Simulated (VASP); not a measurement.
# S (a cell with a defect) in VASP: single point with PBE+D3(BJ)

Aim: the single point of S (a cell with a defect) with PBE+D3(BJ).

Program: VASP 6.6.1. These are calculated values, not measurements. Logs are shortened: lines on timing, memory, paths and dates and some standing lists are left out, and cuts for length are marked.

## Step 1: The cell of the first run

The cell holds a defect, 15 atoms: a = 23.801 Å, b = 23.801 Å, c = 26.483 Å, α = 116.70°, β = 116.70°, γ = 90.00°.

## Step 2: Single point, PBE+D3(BJ) (atoms taken out, then relaxed in part)

File INCAR:

```
SYSTEM = S
PREC = Accurate ; ENCUT = 520
EDIFF = 1E-6 ; ISMEAR = 0
SIGMA = 0.05 ; LREAL = Auto
LASPH = .TRUE. ; NELM = 100
ALGO = Normal ; ISIF = 2
LWAVE = .FALSE. ; LCHARG = .TRUE.
GGA = PE ; IVDW = 12
LELF = .TRUE. ; LVHAR = .TRUE.
NBANDS = 58
```

File KPOINTS:

```
Automatic mesh
0
G
  1 1 1
  0 0 0
```

File POSCAR:

```
S
1.0
  -16.8298319424    -16.8298319424      0.0000000000
  -16.8298319424     16.8298319424      0.0000000000
   16.8298319424      0.0000000000    -20.4474802137
S
15
Direct
    0.8594148989      0.3128932226      0.5599989104
    0.3626040879      0.8626076585      0.5838478277
    0.3680354951      0.7680742807      0.5361519008
    0.7707637762      0.3362623249      0.5260962521
    0.2680704142      0.8680381528      0.5361516654
    0.8541774435      0.2506388258      0.5939050400
    0.3626041976      0.7212372064      0.5838480734
    0.7382830961      0.3597443717      0.5915258176
    0.2212342922      0.8626074898      0.5838485687
    0.7688351309      0.1783493964      0.5284750633
    0.2680704199      0.6681107767      0.5361514914
    0.6683699695      0.2740584278      0.5450838859
    0.1681076518      0.7680739658      0.5361510795
    0.7148696579      0.2127232528      0.5749158224
    0.2212344339      0.7212381183      0.5838486015
```

Potentials or basis: VASP PAW PBE potentials, release 64 (S).

The run is started by

```sh
> cat potpaw_PBE.64/S/POTCAR > POTCAR
> mpirun -np 1 vasp_gam > vasp.out
```

OUTCAR:

```text
SYSTEM = S
   PREC = Accurate
   ENCUT = 520
   EDIFF = 1E-6
   ISMEAR = 0
   LREAL = Auto
   LASPH = .TRUE.
   NELM = 100
   ISIF = 2
   GGA = PE
   IVDW = 12
 IVDW          = 12

 ion  position               nearest neighbor table
   1  0.859  0.313  0.560-   6 2.08   4 2.08
   2  0.363  0.863  0.584-   5 2.07   3 2.07
   3  0.368  0.768  0.536-   7 2.07   2 2.07
   4  0.771  0.336  0.526-   8 2.06   1 2.08
   5  0.268  0.868  0.536-   9 2.07   2 2.07
   6  0.854  0.251  0.594-  10 2.06   1 2.08
   7  0.363  0.721  0.584-   3 2.07  11 2.07
   8  0.738  0.360  0.592-   4 2.06  12 2.08
   9  0.221  0.863  0.584-  13 2.07   5 2.07
  10  0.769  0.178  0.528-   6 2.06  14 2.08
  11  0.268  0.668  0.536-  15 2.07   7 2.07
  12  0.668  0.274  0.545-  14 2.06   8 2.08
  13  0.168  0.768  0.536-  15 2.07   9 2.07
  14  0.715  0.213  0.575-  12 2.06  10 2.08
  15  0.221  0.721  0.584-  13 2.07  11 2.07

  LATTYP: Found a body centered tetragonal cell.
 ALAT       =    23.8009765854
 C/A-ratio  =     1.7182051451

  Lattice vectors:

 A1 = (   0.0000000000, -16.8298319424,  20.4474802137)
 A2 = (   0.0000000000,  16.8298319424,  20.4474802137)
 A3 = ( -16.8298319424,   0.0000000000, -20.4474802137)

Analysis of symmetry for initial positions (statically):
=====================================================================
 Subroutine PRICEL returns:
 Original cell was already a primitive cell.

 Routine SETGRP: Setting up the symmetry group for a
 body centered tetragonal supercell.

 Subroutine GETGRP returns: Found  1 space group operations
 (whereof  1 operations were pure point group operations)
 out of a pool of 16 trial point group operations.

The static configuration has the point symmetry C_1 .

Analysis of symmetry for dynamics (positions and initial velocities):
=====================================================================
 Subroutine PRICEL returns:
 Original cell was already a primitive cell.

 Routine SETGRP: Setting up the symmetry group for a
 body centered tetragonal supercell.

 Subroutine GETGRP returns: Found  1 space group operations
 (whereof  1 operations were pure point group operations)
 out of a pool of 16 trial point group operations.

The dynamic configuration has the point symmetry C_1 .

 Subroutine INISYM returns: Found  1 space group operations
 (whereof  1 operations are pure point group operations),
 and found     1 'primitive' translations

----------------------------------------------------------------------------------------

                                     Primitive cell

  volume of cell :   11583.2212

  direct lattice vectors                    reciprocal lattice vectors
   -16.829831942-16.829831942  0.000000000    -0.029709150 -0.029709150 -0.024452891
   -16.829831942 16.829831942  0.000000000    -0.029709150  0.029709150 -0.024452891
    16.829831942  0.000000000-20.447480214     0.000000000  0.000000000 -0.048905782

  length of vectors
    23.800976585 23.800976585 26.482875416     0.048612869  0.048612869  0.048905782

  position of ions in fractional coordinates (direct lattice)
     0.859414899  0.312893223  0.559998910
     0.362604088  0.862607658  0.583847828
     0.368035495  0.768074281  0.536151901
     0.770763776  0.336262325  0.526096252
     0.268070414  0.868038153  0.536151665
     0.854177443  0.250638826  0.593905040
     0.362604198  0.721237206  0.583848073
     0.738283096  0.359744372  0.591525818
     0.221234292  0.862607490  0.583848569
     0.768835131  0.178349396  0.528475063
     0.268070420  0.668110777  0.536151491
     0.668369969  0.274058428  0.545083886
     0.168107652  0.768073966  0.536151080
     0.714869658  0.212723253  0.574915822
     0.221234434  0.721238118  0.583848602

  ion indices of the primitive-cell ions
   primitive index   ion index
                 1           1
                 2           2
                 3           3
                 4           4
                 5           5
                 6           6
                 7           7
                 8           8
                 9           9
                10          10
                11          11
                12          12
                13          13
                14          14
                15          15

----------------------------------------------------------------------------------------

 KPOINTS: Automatic mesh

Automatic generation of k-mesh.
 Grid dimensions read from file:
 generate k-points for:    1    1    1

 Generating k-lattice:

  Cartesian coordinates                     Fractional coordinates (reciprocal lattice)
    -0.029709150 -0.029709150 -0.024452891     1.000000000  0.000000000  0.000000000
    -0.029709150  0.029709150 -0.024452891     0.000000000  1.000000000  0.000000000
     0.000000000  0.000000000 -0.048905782     0.000000000  0.000000000  1.000000000

  Length of vectors
     0.048612869  0.048612869  0.048905782

  Shift w.r.t. Gamma in fractional coordinates (k-lattice)
     0.000000000  0.000000000  0.000000000

 Subroutine IBZKPT returns following result:
 ===========================================

 Found      1 irreducible k-points:

 Following reciprocal coordinates:
            Coordinates               Weight
  0.000000  0.000000  0.000000      1.000000
   k-points           NKPTS =      1   k-points in BZ     NKDIM =      1   number of bands    NBANDS=     58
   number of dos      NEDOS =    301   number of ions     NIONS =     15
   total plane-waves  NPLWV = ******
   dimension x,y,z NGX =   180 NGY =  180 NGZ =  200
   dimension x,y,z NGXF=   360 NGYF=  360 NGZF=  400
   ions per type =              15
   NGX,Y,Z   is equivalent  to a cutoff of  12.57, 12.57, 12.55 a.u.
   NGXF,Y,Z  is equivalent  to a cutoff of  25.15, 25.15, 25.11 a.u.
 SYSTEM =  S
   PREC   = accura    normal or accurate (medium, high low for compatibility)
   ISTART =      0    job   : 0-new  1-cont  2-samecut
   ICHARG =      2    charge: 1-file 2-atom 10-const
   ISPIN  =      1    spin polarized calculation?
   LNONCOLLINEAR =      F non collinear calculations
   LSORBIT =      F    spin-orbit coupling
   LASPH  =      T    aspherical Exc in radial PAW
   ENCUT  =  520.0 eV  38.22 Ry    6.18 a.u.  44.25 44.25 49.24*2*pi/ulx,y,z
   NELM   =    100;   NELMIN=  2; NELMDL= -5     # of ELM steps
   EDIFF  = 0.1E-05   stopping-criterion for ELM
   LREAL  =      T    real-space projection
   EDIFFG = 0.1E-04   stopping-criterion for IOM
   NSW    =      0    number of steps for IOM
[... 5 lines left out ...]
   TEBEG  =    0.0;   TEEND  =   0.0 temperature during run
   PSTRESS=    0.0 pullay stress
   NELECT =      90.0000    total number of electrons
   NUPDOWN=      -1.0000    fix difference up-down
   EMIN   =  10.00;   EMAX   =-10.00  energy-range for DOS
   EFERMI =   0.00;   METHOD = LEGACY
   ISMEAR =     0;   SIGMA  =   0.05  broadening in eV -4-tet -1-fermi 0-gaus
   EFERMI_NEDOS =   21; number of points for ismear=-14 and -15
   IALGO  =     38    algorithm
   IMIX   =      4    mixing-type and parameters
     AMIX     =   0.40;   BMIX     =  1.00
     AMIX_MAG =   1.60;   BMIX_MAG =  1.00
  volume/ion in A,a.u.               =     772.21      5211.16
  Fermi-wavevector in a.u.,A,eV,Ry     =   0.324249  0.612743  1.430485  0.105138
  Thomas-Fermi vector in A             =   1.214209
   LORBIT       =      0    0 simple, 1 ext, 2 COOP (PROOUT), +10 PAW based schemes
   GGA     = PE    functional components
   LHFCALC =     F    Hartree Fock is set to
   AEXX    =    0.0000 exact exchange contribution
   IVDW    =    12    specifies the selected vdW correction
   LEPSILON=     F    determine dielectric tensor
   LRPA    =     F    only Hartree local field effects (RPA)
 non-spin polarized calculation
 Gauss-broadening in eV      SIGMA  =   0.05
  energy-cutoff  :      520.00
  volume of cell :    11583.22
 maximum number of plane-waves:    155957
 NGX is ok and might be reduce to   180
   NGX = 89   NGY = 89   NGZ = 99

 number of electron      89.9999998 magnetization

 Free energy of the ion-electron system (eV)
  ---------------------------------------------------
  ext. energy  EPLUGINS =         0.00000000
  ---------------------------------------------------
  free energy    TOTEN  =       -61.46735940 eV

  energy without entropy =      -61.46735940  energy(sigma->0) =      -61.46735940

 E-fermi :  -5.2465     XC(G=0):  -0.4849

 val. band max:       -5.4971630225   @ k =   0.0000   0.0000   0.0000
 cond. band min:      -2.8910045462   @ k =   0.0000   0.0000   0.0000
 fundamental gap:      2.6061584763
 Fermi energy:        -5.2464696093

 k-point     1 :       0.0000    0.0000    0.0000
  band No.  band energies     occupation
      1     -21.7167      2.00000
      2     -21.6390      2.00000
      3     -20.8451      2.00000
      4     -20.8451      2.00000
      5     -20.6211      2.00000
      6     -20.5285      2.00000
[... 49 lines left out ...]
     56      -1.6855      0.00000
     57      -1.5671      0.00000
 [bands above 57 left out]

------------------------ aborting loop because EDIFF is reached ----------------------------------------

 Edisp (eV)   -1.10389

 E8    (eV) :    -0.4551

  FORCE on cell =-STRESS in cart. coord.  units (eV):
  Direction    XX          YY          ZZ          XY          YZ          ZX
  --------------------------------------------------------------------------------------
  -------------------------------------------------------------------------------------
  Total      -1.46010    -1.39857    -0.79517    -0.03175     0.00316    -0.00580
  in kB      -0.20196    -0.19345    -0.10999    -0.00439     0.00044    -0.00080
  external pressure =       -0.17 kB  Pullay stress =        0.00 kB

 VOLUME and BASIS-vectors are now :
 -----------------------------------------------------------------------------
  energy-cutoff  :      520.00
  volume of cell :    11583.22
      direct lattice vectors                 reciprocal lattice vectors
   -16.829831942-16.829831942  0.000000000    -0.029709150 -0.029709150 -0.024452891
   -16.829831942 16.829831942  0.000000000    -0.029709150  0.029709150 -0.024452891
    16.829831942  0.000000000-20.447480214     0.000000000  0.000000000 -0.048905782

 POSITION                                       TOTAL-FORCE (eV/Angst)
 -----------------------------------------------------------------------------------
    -10.30506     -9.19787    -11.45057         0.101318      0.041201      0.000333
    -10.79405      8.41498    -11.93822         0.074202     -0.000158      0.086798
    -10.09719      6.73259    -10.96296         0.052470      0.052372     -0.087577
     -9.77695     -7.31259    -10.75734         0.048246     -0.027516     -0.098578
    -10.09717     10.09736    -10.96295         0.052293     -0.052644     -0.087421
     -8.59855    -10.15745    -12.14386         0.014433      0.052534      0.098413
     -8.41480      6.03573    -11.93822         0.001179      0.072557      0.086805
     -8.52434     -6.37074    -12.09521         0.019300     -0.076392      0.120532
     -8.41480     10.79420    -11.93823         0.001179     -0.072863      0.086821
     -7.04681     -9.93778    -10.80598        -0.039820      0.069705     -0.121510
     -6.73243      6.73261    -10.96295        -0.051778      0.051515     -0.087352
     -6.68724     -6.63620    -11.14559        -0.050877     -0.083765     -0.078357
     -6.73245     10.09733    -10.96294        -0.051766     -0.051830     -0.087369
     -5.93550     -8.45104    -11.75558        -0.094476      0.025026      0.079706
     -6.03558      8.41498    -11.93823        -0.075904      0.000256      0.088757
 -----------------------------------------------------------------------------------
    total drift:                               -0.004790      0.001638     -0.000645

  FREE ENERGIE OF THE ION-ELECTRON SYSTEM (eV)
  ---------------------------------------------------
  free  energy   TOTEN  =       -62.5712479958 eV

  energy  without entropy=      -62.5712479958  energy(sigma->0) =      -62.57124800
```

It took 30 min on 1 thread of Intel Xeon 6975P-C (Granite Rapids), shared host; peak memory 7.8 GiB.

Results:

| Property | Result |
| --- | --- |
| Free energy | -62.5712 eV |
| Pressure | 0.0 GPa |
| Largest force | 0.146 eV/Å |
| Dispersion energy per atom | -0.074 eV |

Forces on the atoms (eV/Å):
```
S    0.101  0.041  0.000
S    0.074  0.000  0.087
S    0.052  0.052 -0.088
S    0.048 -0.028 -0.099
S    0.052 -0.053 -0.087
S    0.014  0.053  0.098
S    0.001  0.073  0.087
S    0.019 -0.076  0.121
S    0.001 -0.073  0.087
S   -0.040  0.070 -0.122
S   -0.052  0.052 -0.087
S   -0.051 -0.084 -0.078
S   -0.052 -0.052 -0.087
S   -0.094  0.025  0.080
S   -0.076  0.000  0.089
```

Caveat: the cell differs from its parent crystal (atoms taken out, then relaxed in part).
